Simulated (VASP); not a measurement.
# FeSi (P2_13) in VASP: notebook

Runs on FeSi. Level: PBE. Tasks: single point.

Program: VASP 6.6.1. These are calculated values, not measurements. Logs are shortened: lines on timing, memory, paths and dates and some standing lists are left out, and cuts for length are marked.

## Step 1: The cell of the first run

Symmetry: P2_13, No. 198, cubic system. Conventional cell: a = 4.448 Å, b = 4.448 Å, c = 4.448 Å, α = 90.00°, β = 90.00°, γ = 90.00°. Within 3.0 Å of Fe (site symmetry 3) lie 7 Si at 2.27 to 2.50 Å and 6 Fe at 2.73 Å. Within 3.0 Å of Si (site symmetry 3) lie 7 Fe at 2.27 to 2.50 Å and 6 Si at 2.76 Å.

## Step 2: Single point, PBE

The input, INCAR:

```
SYSTEM = FeSi
PREC = Accurate
ENCUT = 520
EDIFF = 1E-6
ISMEAR = 0
SIGMA = 0.01
LREAL = .FALSE.
LASPH = .TRUE.
NELM = 80
ALGO = Normal
ISIF = 2
LWAVE = .FALSE.
LCHARG = .TRUE.
GGA = PE
LELF = .TRUE.
LVHAR = .TRUE.
NBANDS = 34
```

The input, KPOINTS:

```
Automatic mesh
0
G
  8 8 8
  0 0 0
```

The input, POSCAR:

```
FeSi
1.0
    4.4478958396      0.0000000000      0.0000000000
    0.0000000000      4.4478958396      0.0000000000
    0.0000000000      0.0000000000      4.4478958396
Fe Si
4 4
Direct
    0.1359940339      0.1359940339      0.1359940339
    0.3640059661      0.8640059661      0.6359940339
    0.6359940339      0.3640059661      0.8640059661
    0.8640059661      0.6359940339      0.3640059661
    0.8407103775      0.8407103775      0.8407103775
    0.6592896225      0.1592896225      0.3407103775
    0.3407103775      0.6592896225      0.1592896225
    0.1592896225      0.3407103775      0.6592896225
```

Potentials or basis: VASP PAW PBE potentials, release 64 (Fe, Si).

Command:

```console
cat potpaw_PBE.64/Fe/POTCAR potpaw_PBE.64/Si/POTCAR > POTCAR
mpirun -np 1 vasp_std > vasp.out
```

OUTCAR:

```text
SYSTEM = FeSi
   PREC = Accurate
   ENCUT = 520
   EDIFF = 1E-6
   ISMEAR = 0
   LREAL = .FALSE.
   LASPH = .TRUE.
   NELM = 80
   ISIF = 2
   GGA = PE

 ion  position               nearest neighbor table
   1  0.136  0.136  0.136-   5 2.27   6 2.31   7 2.31   8 2.31   7 2.50   8 2.50   6 2.50   3 2.73
                             4 2.73   2 2.73   2 2.73   4 2.73   3 2.73
   2  0.364  0.864  0.636-   6 2.27   5 2.31   7 2.31   8 2.31   7 2.50   8 2.50   5 2.50   1 2.73
                             1 2.73   3 2.73   3 2.73   4 2.73   4 2.73
   3  0.636  0.364  0.864-   7 2.27   6 2.31   5 2.31   8 2.31   8 2.50   6 2.50   5 2.50   1 2.73
                             4 2.73   2 2.73   2 2.73   4 2.73   1 2.73
   4  0.864  0.636  0.364-   8 2.27   6 2.31   7 2.31   5 2.31   6 2.50   5 2.50   7 2.50   1 2.73
                             3 2.73   2 2.73   1 2.73   2 2.73   3 2.73
   5  0.841  0.841  0.841-   1 2.27   2 2.31   3 2.31   4 2.31   3 2.50   4 2.50   2 2.50   6 2.76
                             7 2.76   6 2.76   7 2.76   8 2.76   8 2.76
   6  0.659  0.159  0.341-   2 2.27   1 2.31   3 2.31   4 2.31   3 2.50   4 2.50   1 2.50   5 2.76
                             5 2.76   8 2.76   8 2.76   7 2.76   7 2.76
   7  0.341  0.659  0.159-   3 2.27   2 2.31   1 2.31   4 2.31   4 2.50   2 2.50   1 2.50   5 2.76
                             8 2.76   8 2.76   5 2.76   6 2.76   6 2.76
   8  0.159  0.341  0.659-   4 2.27   2 2.31   3 2.31   1 2.31   2 2.50   1 2.50   3 2.50   6 2.76
                             7 2.76   7 2.76   6 2.76   5 2.76   5 2.76

  LATTYP: Found a simple cubic cell.
 ALAT       =     4.4478958396

  Lattice vectors:

 A1 = (   4.4478958396,   0.0000000000,   0.0000000000)
 A2 = (   0.0000000000,   4.4478958396,   0.0000000000)
 A3 = (   0.0000000000,   0.0000000000,   4.4478958396)

Analysis of symmetry for initial positions (statically):
=====================================================================
 Subroutine PRICEL returns:
 Original cell was already a primitive cell.

 Routine SETGRP: Setting up the symmetry group for a
 simple cubic supercell.

 Subroutine GETGRP returns: Found 12 space group operations
 (whereof  3 operations were pure point group operations)
 out of a pool of 48 trial point group operations.

The static configuration has the point symmetry C_3 .
 The point group associated with its full space group is T   .

Analysis of symmetry for dynamics (positions and initial velocities):
=====================================================================
 Subroutine PRICEL returns:
 Original cell was already a primitive cell.

 Routine SETGRP: Setting up the symmetry group for a
 simple cubic supercell.

 Subroutine GETGRP returns: Found 12 space group operations
 (whereof  3 operations were pure point group operations)
 out of a pool of 48 trial point group operations.

The dynamic configuration has the point symmetry C_3 .
 The point group associated with its full space group is T   .

 Subroutine INISYM returns: Found 12 space group operations
 (whereof  3 operations are pure point group operations),
 and found     1 'primitive' translations

----------------------------------------------------------------------------------------

                                     Primitive cell

  volume of cell :      87.9962

  direct lattice vectors                    reciprocal lattice vectors
     4.447895840  0.000000000  0.000000000     0.224825409  0.000000000  0.000000000
     0.000000000  4.447895840  0.000000000     0.000000000  0.224825409  0.000000000
     0.000000000  0.000000000  4.447895840     0.000000000  0.000000000  0.224825409

  length of vectors
     4.447895840  4.447895840  4.447895840     0.224825409  0.224825409  0.224825409

  position of ions in fractional coordinates (direct lattice)
     0.135994034  0.135994034  0.135994034
     0.364005966  0.864005966  0.635994034
     0.635994034  0.364005966  0.864005966
     0.864005966  0.635994034  0.364005966
     0.840710378  0.840710378  0.840710378
     0.659289622  0.159289622  0.340710378
     0.340710378  0.659289622  0.159289622
     0.159289622  0.340710378  0.659289622

  ion indices of the primitive-cell ions
   primitive index   ion index
                 1           1
                 2           2
                 3           3
                 4           4
                 5           5
                 6           6
                 7           7
                 8           8

----------------------------------------------------------------------------------------

 KPOINTS: Automatic mesh

Automatic generation of k-mesh.
 Grid dimensions read from file:
 generate k-points for:    8    8    8

 Generating k-lattice:

  Cartesian coordinates                     Fractional coordinates (reciprocal lattice)
     0.028103176  0.000000000  0.000000000     0.125000000  0.000000000  0.000000000
     0.000000000  0.028103176  0.000000000     0.000000000  0.125000000  0.000000000
     0.000000000  0.000000000  0.028103176     0.000000000  0.000000000  0.125000000

  Length of vectors
     0.028103176  0.028103176  0.028103176

  Shift w.r.t. Gamma in fractional coordinates (k-lattice)
     0.000000000  0.000000000  0.000000000

 Subroutine IBZKPT returns following result:
 ===========================================

 Found     45 irreducible k-points:

 Following reciprocal coordinates:
            Coordinates               Weight
  0.000000  0.000000  0.000000      1.000000
  0.125000  0.000000  0.000000      6.000000
  0.250000  0.000000  0.000000      6.000000
  0.375000  0.000000  0.000000      6.000000
  0.500000  0.000000  0.000000      3.000000
  0.125000  0.125000  0.000000     12.000000
[... 16 lines left out ...]
  0.250000  0.125000  0.125000     24.000000
  0.375000  0.125000  0.125000     24.000000
 [... further k-points ...]
   k-points           NKPTS =     45   k-points in BZ     NKDIM =     45   number of bands    NBANDS=     34
   number of dos      NEDOS =    301   number of ions     NIONS =      8
   total plane-waves  NPLWV =  46656
   dimension x,y,z NGX =    36 NGY =   36 NGZ =   36
   dimension x,y,z NGXF=    72 NGYF=   72 NGZF=   72
   ions per type =               4   4
   NGX,Y,Z   is equivalent  to a cutoff of  13.46, 13.46, 13.46 a.u.
   NGXF,Y,Z  is equivalent  to a cutoff of  26.91, 26.91, 26.91 a.u.
 SYSTEM =  FeSi
   PREC   = accura    normal or accurate (medium, high low for compatibility)
   ISTART =      0    job   : 0-new  1-cont  2-samecut
   ICHARG =      2    charge: 1-file 2-atom 10-const
   ISPIN  =      1    spin polarized calculation?
   LNONCOLLINEAR =      F non collinear calculations
   LSORBIT =      F    spin-orbit coupling
   LASPH  =      T    aspherical Exc in radial PAW
   ENCUT  =  520.0 eV  38.22 Ry    6.18 a.u.   8.27  8.27  8.27*2*pi/ulx,y,z
   NELM   =     80;   NELMIN=  2; NELMDL= -5     # of ELM steps
   EDIFF  = 0.1E-05   stopping-criterion for ELM
   LREAL  =      F    real-space projection
   EDIFFG = 0.1E-04   stopping-criterion for IOM
   NSW    =      0    number of steps for IOM
   IBRION =     -1    ionic relax: 0-MD 1-quasi-New 2-CG
   NFREE  =      0    steps in history (QN), initial steepest desc. (CG)
   ISIF   =      2    stress and relaxation
   ISYM   =      2    0-nonsym 1-usesym 2-fastsym
   POTIM  = 0.5000    time-step for ionic-motion
   TEBEG  =    0.0;   TEEND  =   0.0 temperature during run
   PSTRESS=    0.0 pullay stress
   NELECT =      48.0000    total number of electrons
   NUPDOWN=      -1.0000    fix difference up-down
   EMIN   =  10.00;   EMAX   =-10.00  energy-range for DOS
   EFERMI =   0.00;   METHOD = LEGACY
   ISMEAR =     0;   SIGMA  =   0.01  broadening in eV -4-tet -1-fermi 0-gaus
   EFERMI_NEDOS =   21; number of points for ismear=-14 and -15
   IALGO  =     38    algorithm
   IMIX   =      4    mixing-type and parameters
     AMIX     =   0.40;   BMIX     =  1.00
     AMIX_MAG =   1.60;   BMIX_MAG =  1.00
  volume/ion in A,a.u.               =      11.00        74.23
  Fermi-wavevector in a.u.,A,eV,Ry     =   1.337624  2.527742 24.344051  1.789237
  Thomas-Fermi vector in A             =   2.466158
   LORBIT       =      0    0 simple, 1 ext, 2 COOP (PROOUT), +10 PAW based schemes
   GGA     = PE    functional components
   LHFCALC =     F    Hartree Fock is set to
   AEXX    =    0.0000 exact exchange contribution
   IVDW    =     0    specifies the selected vdW correction
   LEPSILON=     F    determine dielectric tensor
   LRPA    =     F    only Hartree local field effects (RPA)
 non-spin polarized calculation
 Gauss-broadening in eV      SIGMA  =   0.01
  energy-cutoff  :      520.00
  volume of cell :       88.00
 maximum number of plane-waves:      2392
 NGX is ok and might be reduce to    36
   NGX = 17   NGY = 17   NGZ = 17

 number of electron      48.0000013 magnetization

 Free energy of the ion-electron system (eV)
  ---------------------------------------------------
  ext. energy  EPLUGINS =         0.00000000
  ---------------------------------------------------
  free energy    TOTEN  =       -58.78214622 eV

  energy without entropy =      -58.78214622  energy(sigma->0) =      -58.78214622

 E-fermi :   9.7890     XC(G=0): -12.7994

 val. band max:        9.7223495294   @ k =  -0.1250   0.3750   0.0000
 cond. band min:       9.8840208324   @ k =   0.2500   0.2500   0.0000
 fundamental gap:      0.1616713030
 Fermi energy:         9.7890437334

 k-point     1 :       0.0000    0.0000    0.0000
  band No.  band energies     occupation
      1      -3.5178      2.00000
      2       1.8379      2.00000
      3       1.8379      2.00000
      4       1.8379      2.00000
      5       4.6746      2.00000
      6       4.6746      2.00000
[... 26 lines left out ...]
     33      14.0353      0.00000
     34      14.0353      0.00000

 k-point     2 :       0.1250    0.0000    0.0000
  band No.  band energies     occupation
      1      -3.4018      2.00000
      2       1.0744      2.00000
      3       1.9062      2.00000
      4       2.4073      2.00000
      5       4.2047      2.00000
      6       4.7484      2.00000
[... 26 lines left out ...]
     33      14.1617      0.00000
     34      14.2871      0.00000
[... 775 lines left out ...]
     33      14.2223      0.00000
     34      14.3927      0.00000

 k-point    24 :       0.3750    0.1250    0.1250
  band No.  band energies     occupation
      1      -2.2792      2.00000
      2      -0.6676      2.00000
      3       1.8670      2.00000
      4       2.7901      2.00000
      5       3.7129      2.00000
      6       4.4505      2.00000
[... 26 lines left out ...]
     33      13.9568      0.00000
     34      14.6850      0.00000

 [... further k-points ...]
[... 5 lines left out ...]
  --------------------------------------------------------------------------------------
  -------------------------------------------------------------------------------------
  Total        0.1047385      0.1047385      0.1047385      0.0000000      0.0000000      0.0000000
  in kB        1.9070108      1.9070108      1.9070108      0.0000000      0.0000000      0.0000000
  external PRESSURE =       1.9070108 kB  Pullay stress =       0.0000000 kB

 VOLUME and BASIS-vectors are now :
 -----------------------------------------------------------------------------
  energy-cutoff  :      520.00
  volume of cell :       88.00
      direct lattice vectors                 reciprocal lattice vectors
     4.447895840  0.000000000  0.000000000     0.224825409  0.000000000  0.000000000
     0.000000000  4.447895840  0.000000000     0.000000000  0.224825409  0.000000000
     0.000000000  0.000000000  4.447895840     0.000000000  0.000000000  0.224825409

 POSITION                                       TOTAL-FORCE (eV/Angst)
 -----------------------------------------------------------------------------------
      0.60489      0.60489      0.60489         0.020451      0.020451      0.020451
      1.61906      3.84301      2.82884        -0.020451     -0.020451      0.020451
      2.82884      1.61906      3.84301         0.020451     -0.020451     -0.020451
      3.84301      2.82884      1.61906        -0.020451      0.020451     -0.020451
      3.73939      3.73939      3.73939         0.001772      0.001772      0.001772
      2.93245      0.70850      1.51544        -0.001772     -0.001772      0.001772
      1.51544      2.93245      0.70850         0.001772     -0.001772     -0.001772
      0.70850      1.51544      2.93245        -0.001772      0.001772     -0.001772
 -----------------------------------------------------------------------------------
    total drift:                               -0.000001     -0.000001     -0.000000

  FREE ENERGIE OF THE ION-ELECTRON SYSTEM (eV)
  ---------------------------------------------------
  free  energy   TOTEN  =       -58.7821462194 eV

  energy  without entropy=      -58.7821462194  energy(sigma->0) =      -58.78214622
```

Run time: 2.6 min. Hardware: 1 thread of Intel Xeon Platinum 8488C (Sapphire Rapids), shared host; peak memory 0.25 GiB.

Results:

* Free energy: -58.7821 eV
* Pressure: 0.2 GPa
* Largest force: 0.035 eV/Å
* Band gap on the k mesh: 0.16 eV, indirect (least direct gap 0.17 eV)

Forces on the atoms (eV/Å):
```
Fe   0.020  0.020  0.020
Fe  -0.020 -0.020  0.020
Fe   0.020 -0.020 -0.020
Fe  -0.020  0.020 -0.020
Si   0.002  0.002  0.002
Si  -0.002 -0.002  0.002
Si   0.002 -0.002 -0.002
Si  -0.002  0.002 -0.002
```

Levels at points of the mesh, in eV from the valence-band top:
```tsv
k point	band 20	band 21	band 22	band 23	band 24	band 25	band 26	band 27	band 28	band 29
(0.00, 0.00, 0.00)	-0.28	-0.28	-0.28	-0.04	-0.04	0.66	0.66	0.66	3.03	3.03
(0.50, 0.00, 0.00)	-1.24	-0.38	-0.38	-0.01	-0.01	0.20	0.20	1.72	1.72	2.22
(0.50, 0.50, 0.00)	-1.26	-1.01	-1.01	-0.36	-0.36	0.64	0.64	1.30	1.30	2.70
(0.50, 0.50, 0.50)	-0.73	-0.67	-0.67	-0.67	-0.67	0.50	0.50	0.50	0.50	5.64
```

A k mesh can miss the band edges. Spin polarisation is off, so any magnetic state and its effect on volume and gap are missing.

(Part 1 of 2 ends here.)
